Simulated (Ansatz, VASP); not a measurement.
# Na in VASP and in Ansatz

```
CELL_PARAMETERS angstrom
3.82542 0.00000 0.00000
-1.91271 3.31291 0.00000
0.00000 0.00000 12.43714
ATOMIC_POSITIONS crystal
Na 0.00000 0.00000 0.00000
Na 0.00000 0.00000 0.50000
Na 0.33333 0.66667 0.25000
Na 0.66667 0.33333 0.75000
```

Alike in both runs: task single point; functional revPBE; k mesh 11 × 11 × 3; occupations fermi-dirac, width 0.1 eV; no spin polarisation.

|  | VASP | Ansatz |
| --- | --- | --- |
| version | VASP 6.6.1 | Ansatz 0.2.0 |
| potentials or method | VASP PAW PBE potentials, release 64 (Na_pv), cutoff 520 eV | plane waves (420 eV) with PAW, scalar-relativistic |
| valence electrons in the cell | 28 | 36 |

|  | VASP | Ansatz | Ansatz less VASP |
| --- | --- | --- | --- |
| pressure (GPa) | 0.0 | 0.0 | +0.01 |
| traceless stress, the component that is largest in VASP (GPa) | 0.12 | 0.12 | 0.000 |

VASP's potentials were made for PBE, not for revPBE. With one functional, cell and mesh, what is left measures potentials, basis and numerics. VASP's potentials hold 28 valence electrons a cell and Ansatz's 36, so a difference there can come from the potentials and not from the codes.
